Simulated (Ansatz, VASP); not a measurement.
## Two plane-wave programs on Au

```
CELL_PARAMETERS angstrom
0.00000 -3.31454 0.00000
-3.31454 0.00000 0.00000
0.00000 0.00000 -3.31454
ATOMIC_POSITIONS crystal
Au 0.43966 0.50000 0.50000
Au 0.06034 0.00000 0.00000
```

Change from the starting cell: mode 4 (114.2 1/cm) frozen in, largest displacement -0.200 Å.

Alike in both runs: task single point; functional PBEsol; k mesh 14 × 14 × 14; occupations gaussian, width 0.15 eV; no spin polarisation.

|  | VASP | Ansatz |
| --- | --- | --- |
| version | VASP 6.6.1 | Ansatz 0.2.0 |
| potentials or method | VASP PAW PBE potentials, release 64 (Au), cutoff 520 eV | scalar-relativistic, plane waves, PAW |
| valence electrons in the cell | 22 | 38 |

Ansatz gave:

```
gap on the k mesh at the Fermi level (eV)                     : none
pressure (GPa)                                                : 0.2
traceless stress, the component that is largest in VASP (GPa) : -5.95
rms of the force components (eV/Å)                            : 1.031
```

Q: Estimate VASP's values.

A: gap on the k mesh at the Fermi level (eV): none; pressure (GPa): 0.0; traceless stress, the component that is largest in VASP (GPa): -5.91; rms of the force components (eV/Å): 1.023.

VASP's potentials were made for PBE, not for PBEsol. Atom by atom the forces differ by 0.008 eV/Å (rms over components). A gap of «none» marks a metal or a gap that the smearing closes. With one functional, cell and mesh, what is left measures potentials, basis and numerics. VASP's potentials hold 22 valence electrons a cell and Ansatz's 38, so a difference there can come from the potentials and not from the codes.

Spin-orbit coupling is off throughout.
